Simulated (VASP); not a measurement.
# BP (I-4m2) in VASP: further runs, part 2 of 2

VASP 6.6.1.

## Step 5: Single point, PBE (strain +0.1125 x Voigt [1, 1, 0, 0, 0, 0])

INCAR reads:

```
SYSTEM = BP
  ALGO = Normal
  EDIFF = 1E-7
  ENCUT = 520
  GGA = PE
  ISIF = 2
  ISMEAR = 0
  LASPH = .TRUE.
  LCHARG = .FALSE.
  LREAL = .FALSE.
  LWAVE = .FALSE.
  NBANDS = 11
  NELM = 80
  PREC = Accurate
  SIGMA = 0.05
```

KPOINTS reads:

```
k-points
0
G
  10 10 10
  0 0 0
```

POSCAR reads:

```
BP
1.0
    0.0000000000      2.5242625000      2.2690000000
    2.5242625000      0.0000000000      2.2690000000
    2.5242625000      2.5242625000      0.0000000000
B P
1 1
Direct
    0.0000000000      0.0000000000      0.0000000000
    0.7500000000      0.7500000000      0.7500000000
```

Potentials or basis: VASP PAW PBE potentials, release 64 (B, P).

On the command line:

```console
$ cat potpaw_PBE.64/B/POTCAR potpaw_PBE.64/P/POTCAR > POTCAR
$ mpirun -np 1 vasp_std > vasp.out
```

OUTCAR:

```text
SYSTEM = BP
   EDIFF = 1E-7
   ENCUT = 520
   GGA = PE
   ISIF = 2
   ISMEAR = 0
   LASPH = .TRUE.
   LREAL = .FALSE.
   NELM = 80
   PREC = Accurate

 ion  position               nearest neighbor table
   1  0.000  0.000  0.000-   2 2.11   2 2.11   2 2.11   2 2.11
   2  0.750  0.750  0.750-   1 2.11   1 2.11   1 2.11   1 2.11

  LATTYP: Found a body centered tetragonal cell.
 ALAT       =     3.5698462625
 C/A-ratio  =     1.2712032021

  Lattice vectors:

 A1 = (   0.0000000000,  -2.5242625000,  -2.2690000000)
 A2 = (   0.0000000000,   2.5242625000,  -2.2690000000)
 A3 = (   2.5242625000,   0.0000000000,   2.2690000000)

Analysis of symmetry for initial positions (statically):
=====================================================================
 Subroutine PRICEL returns:
 Original cell was already a primitive cell.

 Routine SETGRP: Setting up the symmetry group for a
 body centered tetragonal supercell.

 Subroutine GETGRP returns: Found  8 space group operations
 (whereof  8 operations were pure point group operations)
 out of a pool of 16 trial point group operations.

The static configuration has the point symmetry D_2d.

Analysis of symmetry for dynamics (positions and initial velocities):
=====================================================================
 Subroutine PRICEL returns:
 Original cell was already a primitive cell.

 Routine SETGRP: Setting up the symmetry group for a
 body centered tetragonal supercell.

 Subroutine GETGRP returns: Found  8 space group operations
 (whereof  8 operations were pure point group operations)
 out of a pool of 16 trial point group operations.

The dynamic configuration has the point symmetry D_2d.

 Subroutine INISYM returns: Found  8 space group operations
 (whereof  8 operations are pure point group operations),
 and found     1 'primitive' translations

----------------------------------------------------------------------------------------

                                     Primitive cell

  volume of cell :      28.9157

  direct lattice vectors                    reciprocal lattice vectors
     0.000000000  2.524262500  2.269000000    -0.198077656  0.198077656  0.220361393
     2.524262500  0.000000000  2.269000000     0.198077656 -0.198077656  0.220361393
     2.524262500  2.524262500  0.000000000     0.198077656  0.198077656 -0.220361393

  length of vectors
     3.394151171  3.394151171  3.569846262     0.356410801  0.356410801  0.356410801

  position of ions in fractional coordinates (direct lattice)
     0.000000000  0.000000000  0.000000000
     0.750000000  0.750000000  0.750000000

  ion indices of the primitive-cell ions
   primitive index   ion index
                 1           1
                 2           2

----------------------------------------------------------------------------------------

 KPOINTS: k-points

Automatic generation of k-mesh.
 Grid dimensions read from file:
 generate k-points for:   10   10   10

 Generating k-lattice:

  Cartesian coordinates                     Fractional coordinates (reciprocal lattice)
    -0.019807766  0.019807766  0.022036139     0.100000000 -0.000000000  0.000000000
     0.019807766 -0.019807766  0.022036139    -0.000000000  0.100000000  0.000000000
     0.019807766  0.019807766 -0.022036139     0.000000000  0.000000000  0.100000000

  Length of vectors
     0.035641080  0.035641080  0.035641080

  Shift w.r.t. Gamma in fractional coordinates (k-lattice)
     0.000000000  0.000000000  0.000000000

 Subroutine IBZKPT returns following result:
 ===========================================

 Found    102 irreducible k-points:

 Following reciprocal coordinates:
            Coordinates               Weight
  0.000000  0.000000  0.000000      1.000000
  0.100000 -0.000000  0.000000      8.000000
  0.200000 -0.000000  0.000000      8.000000
  0.300000  0.000000  0.000000      8.000000
  0.400000 -0.000000  0.000000      8.000000
  0.500000 -0.000000  0.000000      4.000000
[... 16 lines left out ...]
  0.300000  0.300000  0.000000      2.000000
  0.400000  0.300000  0.000000      8.000000
 [... further k-points ...]
   k-points           NKPTS =    102   k-points in BZ     NKDIM =    102   number of bands    NBANDS=     11
   number of dos      NEDOS =    301   number of ions     NIONS =      2
   total plane-waves  NPLWV =  21952
   dimension x,y,z NGX =    28 NGY =   28 NGZ =   28
   dimension x,y,z NGXF=    56 NGYF=   56 NGZF=   56
   ions per type =               1   1
   NGX,Y,Z   is equivalent  to a cutoff of  13.71, 13.71, 13.04 a.u.
   NGXF,Y,Z  is equivalent  to a cutoff of  27.43, 27.43, 26.08 a.u.
 SYSTEM =  BP
   PREC   = accura    normal or accurate (medium, high low for compatibility)
   ISTART =      0    job   : 0-new  1-cont  2-samecut
   ICHARG =      2    charge: 1-file 2-atom 10-const
   ISPIN  =      1    spin polarized calculation?
   LNONCOLLINEAR =      F non collinear calculations
   LSORBIT =      F    spin-orbit coupling
   LASPH  =      T    aspherical Exc in radial PAW
   ENCUT  =  520.0 eV  38.22 Ry    6.18 a.u.   6.31  6.31  6.64*2*pi/ulx,y,z
   NELM   =     80;   NELMIN=  2; NELMDL= -5     # of ELM steps
   EDIFF  = 0.1E-06   stopping-criterion for ELM
   LREAL  =      F    real-space projection
   EDIFFG = 0.1E-05   stopping-criterion for IOM
   NSW    =      0    number of steps for IOM
   IBRION =     -1    ionic relax: 0-MD 1-quasi-New 2-CG
   NFREE  =      0    steps in history (QN), initial steepest desc. (CG)
   ISIF   =      2    stress and relaxation
   ISYM   =      2    0-nonsym 1-usesym 2-fastsym
   POTIM  = 0.5000    time-step for ionic-motion
   TEBEG  =    0.0;   TEEND  =   0.0 temperature during run
   PSTRESS=    0.0 pullay stress
   NELECT =       8.0000    total number of electrons
   NUPDOWN=      -1.0000    fix difference up-down
   EMIN   =  10.00;   EMAX   =-10.00  energy-range for DOS
   EFERMI =   0.00;   METHOD = LEGACY
   ISMEAR =     0;   SIGMA  =   0.05  broadening in eV -4-tet -1-fermi 0-gaus
   EFERMI_NEDOS =   21; number of points for ismear=-14 and -15
   IALGO  =     38    algorithm
   IMIX   =      4    mixing-type and parameters
     AMIX     =   0.40;   BMIX     =  1.00
     AMIX_MAG =   1.60;   BMIX_MAG =  1.00
  volume/ion in A,a.u.               =      14.46        97.57
  Fermi-wavevector in a.u.,A,eV,Ry     =   1.066744  2.015854 15.482659  1.137943
  Thomas-Fermi vector in A             =   2.202338
   LORBIT       =      0    0 simple, 1 ext, 2 COOP (PROOUT), +10 PAW based schemes
   GGA     = PE    functional components
   LHFCALC =     F    Hartree Fock is set to
   AEXX    =    0.0000 exact exchange contribution
   IVDW    =     0    specifies the selected vdW correction
   LEPSILON=     F    determine dielectric tensor
   LRPA    =     F    only Hartree local field effects (RPA)
 non-spin polarized calculation
 Gauss-broadening in eV      SIGMA  =   0.05
  energy-cutoff  :      520.00
  volume of cell :       28.92
 maximum number of plane-waves:       805
 NGX is ok and might be reduce to    28
   NGX = 13   NGY = 13   NGZ = 13

 number of electron       7.9999999 magnetization

 Free energy of the ion-electron system (eV)
  ---------------------------------------------------
  ext. energy  EPLUGINS =         0.00000000
  ---------------------------------------------------
  free energy    TOTEN  =       -12.34716421 eV

  energy without entropy =      -12.34715555  energy(sigma->0) =      -12.34715988

 E-fermi :   5.7202     XC(G=0): -10.0238

 val. band max:        5.6508329130   @ k =   0.0000   0.0000   0.0000
 cond. band min:       5.7995938335   @ k =   0.4000   0.4000   0.0000
 fundamental gap:      0.1487609206
 Fermi energy:         5.7202437887

 k-point     1 :       0.0000    0.0000    0.0000
  band No.  band energies     occupation
      1      -8.5799      2.00000
      2       4.8360      2.00000
      3       4.8360      2.00000
      4       5.6508      1.95038
      5       7.9055      0.00000
      6       8.5265      0.00000
      7       8.5265      0.00000
      8       9.3520      0.00000
      9      15.3724      0.00000
     10      15.5316      0.00000
     11      17.4779      0.00000
[... 309 lines left out ...]
 k-point    24 :       0.4000    0.3000    0.0000
  band No.  band energies     occupation
      1      -5.8914      2.00000
      2      -0.2671      2.00000
      3       1.6301      2.00000
      4       1.7311      2.00000
      5       6.2604      0.00000
      6       8.2876      0.00000
      7      13.2177      0.00000
      8      13.2201      0.00000
      9      17.3283      0.00000
     10      18.8589      0.00000
     11      20.1470      0.00000

 [... further k-points ...]
[... 5 lines left out ...]
  --------------------------------------------------------------------------------------
  -------------------------------------------------------------------------------------
  Total       -5.2409921     -5.2409921     -1.6144985      0.0000000      0.0000000     -0.0000000
  in kB     -290.3959587   -290.3959587    -89.4570750      0.0000000      0.0000000     -0.0000000
  external PRESSURE =    -223.4163308 kB  Pullay stress =       0.0000000 kB

 VOLUME and BASIS-vectors are now :
 -----------------------------------------------------------------------------
  energy-cutoff  :      520.00
  volume of cell :       28.92
      direct lattice vectors                 reciprocal lattice vectors
     0.000000000  2.524262500  2.269000000    -0.198077656  0.198077656  0.220361393
     2.524262500  0.000000000  2.269000000     0.198077656 -0.198077656  0.220361393
     2.524262500  2.524262500  0.000000000     0.198077656  0.198077656 -0.220361393

 POSITION                                       TOTAL-FORCE (eV/Angst)
 -----------------------------------------------------------------------------------
      0.00000      0.00000      0.00000         0.000000      0.000000     -0.000000
      3.78639      3.78639      3.40350        -0.000000     -0.000000      0.000000
 -----------------------------------------------------------------------------------
    total drift:                               -0.000000     -0.000000      0.000000

  FREE ENERGIE OF THE ION-ELECTRON SYSTEM (eV)
  ---------------------------------------------------
  free  energy   TOTEN  =       -12.3471642057 eV

  energy  without entropy=      -12.3471555535  energy(sigma->0) =      -12.34715988
```

Wall time 42 s (1 thread of Intel Xeon Platinum 8488C (Sapphire Rapids), shared host); peak memory 0.16 GiB.

What came out:

| Property | Result |
| --- | --- |
| Free energy | -12.3472 eV |
| Pressure | -22.3 GPa |
| Band gap on the k mesh | 0.15 eV, indirect (least direct gap 2.25 eV) |

Stress tensor (GPa, compression positive):
```
-29.04   0.00   0.00
  0.00 -29.04   0.00
  0.00   0.00  -8.95
```

Caveat: the cell differs from its parent crystal (strain +0.1125 x Voigt [1, 1, 0, 0, 0, 0]). A k mesh can miss the band edges.

## Step 6: Summary

| cell | gap on the mesh (eV) | pressure (GPa) |
| --- | --- | --- |
| a = 2.978, b = 2.978, c = 2.728 Å, angles 62.7, 62.7, 54.5°, 2 atoms | none | 95.4 |
| a = 3.034, b = 3.034, c = 2.848 Å, angles 62.0, 62.0, 56.0°, 2 atoms | none | 61.2 |
| a = 3.331, b = 3.331, c = 3.450 Å, angles 58.8, 58.8, 62.4°, 2 atoms | 0.45 | -17.2 |
| a = 3.394, b = 3.394, c = 3.570 Å, angles 58.3, 58.3, 63.5°, 2 atoms | 0.15 | -22.3 |

Alike in all rows: task single point; level PBE; potentials or basis VASP PAW PBE potentials, release 64 (B, P); no spin polarisation; k mesh 10 × 10 × 10; cutoff (eV) 520; smearing gaussian 0.05 eV.

Absolute energies hang on the potentials; compare differences alone.
